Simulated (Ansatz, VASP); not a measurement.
**One calculation of AuS2, two programs**

```
S Au
1.0
     4.76023    0.00000    0.00000
     0.00000    7.85321    0.00000
     0.00000    0.00000    3.80322
S Au
4 2
Direct
  0.31762 0.92940 0.50000
  0.81762 0.57060 0.00000
  0.68238 0.07060 0.50000
  0.18238 0.42940 0.00000
  0.50000 0.50000 0.50000
  0.00000 0.00000 0.00000
```

Alike in both runs: functional PBE; k mesh 4 × 4 × 4; occupations gaussian, width 0.1 eV; no spin polarisation.

Ansatz relaxed the structure, and its values are those at the end. VASP's run is a single point on that final structure, the one shown.

|  | VASP | Ansatz |
| --- | --- | --- |
| version | VASP 6.6.1 | Ansatz 0.2.0 |
| potentials or method | VASP PAW PBE potentials, release 64 (S, Au), cutoff 520 eV | scalar-relativistic, plane waves, PAW |
| valence electrons in the cell | 46 | 62 |

Ansatz gave:

| Quantity | Value |
| --- | --- |
| gap on the k mesh at the Fermi level (eV) | none |
| pressure (GPa) | -0.1 |
| rms of the force components (eV/Å) | 0.012 |

Question: Estimate VASP's values.

Answer: gap on the k mesh at the Fermi level (eV): none; pressure (GPa): -0.4; rms of the force components (eV/Å): 0.065.

A gap of «none» marks a metal or a gap that the smearing closes. VASP's potentials hold 46 valence electrons a cell and Ansatz's 62, so a difference there can come from the potentials and not from the codes.

The k mesh is coarse, so the values compare programs but aren't converged. Spin-orbit coupling is off throughout.
